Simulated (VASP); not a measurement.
Wanted: the native input for a VASP 6.6.1 run.

```yaml
Task: single point
Functional: LDA
Potentials_or_basis: VASP PAW LDA potentials, release 64 (Ta_pv)
Cutoff: 500 eV
k_mesh: 22 × 22 × 22
Occupations: gaussian, width 0.2 eV
Spin: no spin polarisation
Dipole_correction: no
Further_INCAR_settings: ALGO = Normal; EDIFF = 1e-06; NBANDS = 12
```

The structure of Ta lies in POSCAR:

```
Ta
1.0
   -1.4711972949      1.4711972949      2.0802729750
    1.4711972949     -1.4711972949      2.0802729750
    1.4711972949      1.4711972949     -2.0802729750
Ta
1
Direct
    0.0000000000      0.0000000000      0.0000000000
```

This cell differs from its parent crystal: ratio of the length along z to the lengths across it x 1.414, volume and fractional coordinates fixed.

One way to write it, as run:

INCAR

```
SYSTEM = Ta
PREC     = Accurate       ! precision mode
ENCUT    = 500            ! plane-wave cutoff, eV
EDIFF    = 1E-6           ! SCF threshold, eV
ISMEAR   = 0              ! smearing method
SIGMA    = 0.2            ! smearing width, eV
LREAL    = .False.        ! projectors in reciprocal space
LASPH    = .True.         ! aspherical terms in the spheres
NELM     = 120            ! most SCF steps
ALGO     = Normal         ! electronic algorithm
ISIF     = 2              ! what is computed and relaxed
LWAVE    = .False.        ! write WAVECAR
LCHARG   = .True.         ! write CHGCAR
LELF     = .True.         ! ELF
LVHAR    = .True.       
NBANDS   = 12             ! bands
GGA_COMPAT= .False.
```

KPOINTS

```
regular mesh
0
Gamma
  22 22 22
  0 0 0
```

Potentials or basis: VASP PAW LDA potentials, release 64 (Ta_pv).

Launch:

```console
$ cat potpaw_LDA.64/Ta_pv/POTCAR > POTCAR
$ mpirun -np 1 vasp_std > vasp.out
```

It gave:

The pressure is -2.2 GPa.

It took 38 s on 1 thread of Intel(R) Xeon(R) 6975P-C (Granite Rapids), on a shared host, peak memory 0.26 GiB.
